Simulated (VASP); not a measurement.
# HfO2 (Fm-3m) in VASP: settings compared

HfO2 is run at these levels: rpbe exchange, lyp correlation, PBE, SCAN, PBEsol+D3(BJ); tasks: single point, relaxation of cell and atoms.

Everything below comes from runs of VASP 6.6.1. Logs are shortened: lines on timing, memory, paths and dates and some standing lists are left out, and cuts for length are marked.

### Step 1. The cell of the first run

Symmetry: Fm-3m, No. 225, cubic system. The conventional cell has a = 5.115 Å, b = 5.115 Å, c = 5.115 Å, α = 90.00°, β = 90.00°, γ = 90.00°. Within 2.9 Å of Hf (site symmetry m-3m) lie 8 O at 2.21 Å. O (site symmetry -43m) has 4 Hf at 2.21 Å and 6 O at 2.56 Å within 2.9 Å.

### Step 2. Single point, rpbe exchange, lyp correlation, non-collinear spin, typed start

INCAR reads:

```
PREC = Accurate ; ENCUT = 600
EDIFF = 1E-6 ; ISMEAR = -1
SIGMA = 0.15 ; LREAL = F
LASPH = T ; NELM = 200
ALGO = Normal ; ISIF = 2
LWAVE = F ; LCHARG = F
LNONCOLLINEAR = T ; MAGMOM = 0.258 0.177 -0.216 0 0 0 0 0 0
LORBIT = 11 ; LMAXMIX = 4
GGA = LIBXC ; LIBXC1 = GGA_X_RPBE
LIBXC2 = GGA_C_LYP ; NBANDS = 35
GGA_COMPAT = F
```

KPOINTS reads:

```
Automatic mesh
0
Gamma
  7 7 7
```

POSCAR reads:

```
HfO2
1.0
    0.0000000000      2.5575000000      2.5575000000
    2.5575000000      0.0000000000      2.5575000000
    2.5575000000      2.5575000000      0.0000000000
Hf O
1 2
Direct
    0.0000000000      0.0000000000      0.0000000000
    0.7500000000      0.7500000000      0.7500000000
    0.2500000000      0.2500000000      0.2500000000
```

Potentials or basis: VASP PAW PBE potentials, release 64 (Hf_pv, O).

Started as:

```console
cat potpaw_PBE.64/Hf_pv/POTCAR potpaw_PBE.64/O/POTCAR > POTCAR
mpirun -np 1 vasp_ncl > vasp.out
```

OUTCAR:

```text
PREC = Accurate
   ENCUT = 600
   EDIFF = 1E-6
   ISMEAR = -1
   LREAL = F
   LASPH = T
   NELM = 200
   ISIF = 2
   LNONCOLLINEAR = T
   LORBIT = 11
   GGA = LIBXC

 ion  position               nearest neighbor table
   1  0.000  0.000  0.000-   2 2.21   2 2.21   2 2.21   2 2.21   3 2.21   3 2.21   3 2.21   3 2.21

   2  0.750  0.750  0.750-   1 2.21   1 2.21   1 2.21   1 2.21
   3  0.250  0.250  0.250-   1 2.21   1 2.21   1 2.21   1 2.21

  LATTYP: Found a face centered cubic cell.
 ALAT       =     5.1150000000

  Lattice vectors:

 A1 = (   0.0000000000,   2.5575000000,   2.5575000000)
 A2 = (   2.5575000000,   0.0000000000,   2.5575000000)
 A3 = (   2.5575000000,   2.5575000000,   0.0000000000)

Analysis of symmetry for initial positions (statically):
=====================================================================
 Subroutine PRICEL returns:
 Original cell was already a primitive cell.

 Routine SETGRP: Setting up the symmetry group for a
 face centered cubic supercell.

 Subroutine GETGRP returns: Found 48 space group operations
 (whereof 48 operations were pure point group operations)
 out of a pool of 48 trial point group operations.

The static configuration has the point symmetry O_h .

Analysis of symmetry for dynamics (positions and initial velocities):
=====================================================================
 Subroutine PRICEL returns:
 Original cell was already a primitive cell.

 Routine SETGRP: Setting up the symmetry group for a
 face centered cubic supercell.

 Subroutine GETGRP returns: Found 48 space group operations
 (whereof 48 operations were pure point group operations)
 out of a pool of 48 trial point group operations.

The dynamic configuration has the point symmetry O_h .

Analysis of structural, dynamic, and magnetic symmetry:
=====================================================================
 Subroutine PRICEL returns:
 Original cell was already a primitive cell.

 Routine SETGRP: Setting up the symmetry group for a
 face centered cubic supercell.

 Subroutine GETGRP returns: Found  2 space group operations
 (whereof  2 operations were pure point group operations)
 out of a pool of 48 trial point group operations.

The overall configuration has the point symmetry S_2 .

 Subroutine INISYM returns: Found  2 space group operations
 (whereof  2 operations are pure point group operations),
 and found     1 'primitive' translations

----------------------------------------------------------------------------------------

                                     Primitive cell

  volume of cell :      33.4562

  direct lattice vectors                    reciprocal lattice vectors
     0.000000000  2.557500000  2.557500000    -0.195503421  0.195503421  0.195503421
     2.557500000  0.000000000  2.557500000     0.195503421 -0.195503421  0.195503421
     2.557500000  2.557500000  0.000000000     0.195503421  0.195503421 -0.195503421

  length of vectors
     3.616851186  3.616851186  3.616851186     0.338621859  0.338621859  0.338621859

  position of ions in fractional coordinates (direct lattice)
     0.000000000  0.000000000  0.000000000
     0.750000000  0.750000000  0.750000000
     0.250000000  0.250000000  0.250000000

  ion indices of the primitive-cell ions
   primitive index   ion index
                 1           1
                 2           2
                 3           3

----------------------------------------------------------------------------------------

 KPOINTS: Automatic mesh

Automatic generation of k-mesh.
 Grid dimensions read from file:
 generate k-points for:    7    7    7

 Generating k-lattice:

  Cartesian coordinates                     Fractional coordinates (reciprocal lattice)
    -0.027929060  0.027929060  0.027929060     0.142857143  0.000000000  0.000000000
     0.027929060 -0.027929060  0.027929060     0.000000000  0.142857143  0.000000000
     0.027929060  0.027929060 -0.027929060     0.000000000  0.000000000  0.142857143

  Length of vectors
     0.048374551  0.048374551  0.048374551

  Shift w.r.t. Gamma in fractional coordinates (k-lattice)
     0.000000000  0.000000000  0.000000000

 Subroutine IBZKPT returns following result:
 ===========================================

 Found    172 irreducible k-points:

 Following reciprocal coordinates:
            Coordinates               Weight
  0.000000  0.000000  0.000000      1.000000
  0.142857  0.000000  0.000000      2.000000
  0.000000  0.142857  0.000000      2.000000
  0.000000  0.000000  0.142857      2.000000
  0.142857  0.142857  0.142857      2.000000
  0.285714  0.000000  0.000000      2.000000
[... 16 lines left out ...]
  0.142857 -0.142857 -0.142857      2.000000
  0.285714  0.285714  0.142857      2.000000
 [... further k-points ...]
   k-points           NKPTS =    172   k-points in BZ     NKDIM =    172   number of bands    NBANDS=     35
   number of dos      NEDOS =    301   number of ions     NIONS =      3
   total plane-waves  NPLWV =  27000
   dimension x,y,z NGX =    30 NGY =   30 NGZ =   30
   dimension x,y,z NGXF=    60 NGYF=   60 NGZF=   60
   ions per type =               1   2
   NGX,Y,Z   is equivalent  to a cutoff of  13.79, 13.79, 13.79 a.u.
   NGXF,Y,Z  is equivalent  to a cutoff of  27.58, 27.58, 27.58 a.u.
 SYSTEM =  unknown system
   PREC   = accura    normal or accurate (medium, high low for compatibility)
   ISTART =      0    job   : 0-new  1-cont  2-samecut
   ICHARG =      2    charge: 1-file 2-atom 10-const
   ISPIN  =      1    spin polarized calculation?
   LNONCOLLINEAR =      T non collinear calculations
   LSORBIT =      F    spin-orbit coupling
   LASPH  =      T    aspherical Exc in radial PAW
   ENCUT  =  600.0 eV  44.10 Ry    6.64 a.u.   7.22  7.22  7.22*2*pi/ulx,y,z
   NELM   =    200;   NELMIN=  2; NELMDL= -5     # of ELM steps
   EDIFF  = 0.1E-05   stopping-criterion for ELM
   LREAL  =      F    real-space projection
[... 7 lines left out ...]
   TEBEG  =    0.0;   TEEND  =   0.0 temperature during run
   PSTRESS=    0.0 pullay stress
   NELECT =      22.0000    total number of electrons
   NUPDOWN=      -1.0000    fix difference up-down
   EMIN   =  10.00;   EMAX   =-10.00  energy-range for DOS
   EFERMI =   0.00;   METHOD = LEGACY
   ISMEAR =    -1;   SIGMA  =   0.15  broadening in eV -4-tet -1-fermi 0-gaus
   EFERMI_NEDOS =   21; number of points for ismear=-14 and -15
   IALGO  =     38    algorithm
   IMIX   =      4    mixing-type and parameters
     AMIX     =   0.40;   BMIX     =  1.00
     AMIX_MAG =   1.60;   BMIX_MAG =  1.00
  volume/ion in A,a.u.               =      11.15        75.26
  Fermi-wavevector in a.u.,A,eV,Ry     =   1.423607  2.690227 27.574337  2.026657
  Thomas-Fermi vector in A             =   2.544186
   LORBIT       =     11    0 simple, 1 ext, 2 COOP (PROOUT), +10 PAW based schemes
   GGA     = LIBXC    functional components
   LHFCALC =     F    Hartree Fock is set to
   AEXX    =    0.0000 exact exchange contribution
   IVDW    =     0    specifies the selected vdW correction
   LEPSILON=     F    determine dielectric tensor
   LRPA    =     F    only Hartree local field effects (RPA)
  energy-cutoff  :      600.00
  volume of cell :       33.46
 maximum number of plane-waves:      2278
 NGX is ok and might be reduce to    30
   NGX = 15   NGY = 15   NGZ = 15

 number of electron      21.9999993 magnetization       0.0000349      0.0000239     -0.0000292

 number of electron      21.9999993 magnetization      -0.0000192     -0.0000131      0.0000160

 Free energy of the ion-electron system (eV)
  ---------------------------------------------------
  ext. energy  EPLUGINS =         0.00000000
  ---------------------------------------------------
  free energy    TOTEN  =       -27.98827458 eV

  energy without entropy =      -27.98827362  energy(sigma->0) =      -27.98827410

 E-fermi :   6.5162     XC(G=0): -10.9014

 val. band max:        4.5079429899   @ k =   0.4286   0.0000  -0.4286
 cond. band min:       8.5012497746   @ k =   0.0000   0.0000   0.0000
 fundamental gap:      3.9933067848
 Fermi energy:         6.5161932804

 k-point     1 :       0.0000    0.0000    0.0000
  band No.  band energies     occupation
      1     -25.3057      1.00000
      2     -25.3057      1.00000
      3     -25.3057      1.00000
      4     -25.3057      1.00000
      5     -25.3057      1.00000
      6     -25.3057      1.00000
[... 26 lines left out ...]
     33      14.6480      0.00000
     34      14.6480      0.00000
[... 820 lines left out ...]
      4     -25.3481      1.00000
      5     -25.3462      1.00000
      6     -25.3462      1.00000
[... 26 lines left out ...]
     33      14.0136      0.00000
     34      14.0137      0.00000

 [... further k-points ...]

 [bands above 34 left out]

------------------------ aborting loop because EDIFF is reached ----------------------------------------

  FORCE on cell =-STRESS in cart. coord.  units (eV):
  Direction    XX          YY          ZZ          XY          YZ          ZX
  --------------------------------------------------------------------------------------
  -------------------------------------------------------------------------------------
  Total        1.2027300      1.2027308      1.2027300      0.0000029      0.0000022      0.0000020
  in kB       57.5972571     57.5972956     57.5972588      0.0001377      0.0001034      0.0000970
  external PRESSURE =      57.5972705 kB  Pullay stress =       0.0000000 kB

 VOLUME and BASIS-vectors are now :
 -----------------------------------------------------------------------------
  energy-cutoff  :      600.00
  volume of cell :       33.46
      direct lattice vectors                 reciprocal lattice vectors
     0.000000000  2.557500000  2.557500000    -0.195503421  0.195503421  0.195503421
     2.557500000  0.000000000  2.557500000     0.195503421 -0.195503421  0.195503421
     2.557500000  2.557500000  0.000000000     0.195503421  0.195503421 -0.195503421

 POSITION                                       TOTAL-FORCE (eV/Angst)
 -----------------------------------------------------------------------------------
      0.00000      0.00000      0.00000         0.000000      0.000000     -0.000000
      3.83625      3.83625      3.83625         0.000001      0.000000     -0.000001
      1.27875      1.27875      1.27875        -0.000001     -0.000000      0.000001
 -----------------------------------------------------------------------------------
    total drift:                                0.000000      0.000000      0.000000

  FREE ENERGIE OF THE ION-ELECTRON SYSTEM (eV)
  ---------------------------------------------------
  free  energy   TOTEN  =       -27.9882745754 eV

  energy  without entropy=      -27.9882736231  energy(sigma->0) =      -27.98827410

 total charge

# of ion       s       p       d       tot
------------------------------------------
    1        0.279   6.537   1.309   8.125
    2        1.557   3.568   0.000   5.125
    3        1.557   3.568   0.000   5.125
--------------------------------------------------
tot          3.393  13.673   1.309  18.375

 magnetization (x)

# of ion       s       p       d       tot
------------------------------------------
    1       -0.000  -0.000  -0.000  -0.000
    2        0.000   0.000   0.000   0.000
    3        0.000   0.000   0.000   0.000
--------------------------------------------------
tot         -0.000   0.000  -0.000  -0.000

 magnetization (y)

# of ion       s       p       d       tot
------------------------------------------
    1       -0.000  -0.000  -0.000  -0.000
    2        0.000   0.000   0.000   0.000
    3        0.000   0.000   0.000   0.000
--------------------------------------------------
tot         -0.000   0.000  -0.000  -0.000

 magnetization (z)

# of ion       s       p       d       tot
------------------------------------------
    1        0.000   0.000   0.000   0.000
    2       -0.000  -0.000   0.000  -0.000
    3       -0.000  -0.000   0.000  -0.000
--------------------------------------------------
tot          0.000   0.000   0.000   0.000
```

Run time: 9.6 min. Hardware: 1 thread of Intel Xeon Platinum 8559C (Emerald Rapids), shared host; peak memory 0.52 GiB.

What came out:

```yaml
Free_energy: -27.9883 eV
Pressure: 5.8 GPa
Band_gap_on_the_k_mesh: 3.99 eV (least direct gap 4.23 eV)
Net_moment: 0.00 μB per cell
Valence_electrons_inside_the_program's_atomic_spheres: Hf 8.12; O 5.12
```

Moments on the atoms (μB; x, y, z):
```
Hf  0.00 0.00 0.00
O   0.00 0.00 0.00
O   0.00 0.00 0.00
```

Caveat: the cell stands under pressure; the PAW data sets were made with another functional, which shifts forces and pressure a little; spin-orbit coupling is left out, which moves the levels of the heavy elements; an odd mesh through Γ misses points on the zone boundary, where band edges can lie.

### Step 3. Single point, PBE, non-collinear spin, zero start, spin-orbit coupling (9.81 Å³/atom)

This run uses another cell than the first one, of 9.81 Å³/atom.

INCAR reads:

```
ALGO = Normal ; EDIFF = 1E-6
ENCUT = 600 ; GGA = PE
GGA_COMPAT = F ; ISIF = 2
ISMEAR = 0 ; LASPH = T
LCHARG = F ; LMAXMIX = 4
LORBIT = 11 ; LORBMOM = T
LREAL = F ; LSORBIT = T
LWAVE = F ; MAGMOM = 0 0 0 0 0 0 0 0 0
NBANDS = 35 ; NELM = 200
PREC = Accurate ; SIGMA = 0.01
```

KPOINTS reads:

```
k-points
0
Gamma
  9 9 9
```

POSCAR reads:

```
HfO2
1.0
    0.0000000000      2.4508112550      2.4508112550
    2.4508112550      0.0000000000      2.4508112550
    2.4508112550      2.4508112550      0.0000000000
Hf O
1 2
Direct
    0.0000000000      0.0000000000      0.0000000000
    0.7500000000      0.7500000000      0.7500000000
    0.2500000000      0.2500000000      0.2500000000
```

Potentials or basis: VASP PAW PBE potentials, release 64 (Hf_pv, O).

Started as:

```console
cat potpaw_PBE.64/Hf_pv/POTCAR potpaw_PBE.64/O/POTCAR > POTCAR
mpirun -np 1 vasp_ncl > vasp.out
```

Run time: 48 s. Hardware: 1 thread of Intel Xeon 6975P-C (Granite Rapids), shared host; peak memory 0.28 GiB.

Results (log left out):

- Free energy: -30.5764 eV
- Pressure: 32.1 GPa
- Net moment: 0.00 μB per cell
- Valence electrons inside the program's atomic spheres: Hf 8.63; O 5.18

Moments on the atoms (μB; x, y, z):
```
Hf  0.00 0.00 0.00
O   0.00 0.00 0.00
O   0.00 0.00 0.00
```

Caveat: the cell stands under pressure.

[end of part 1 of 3]
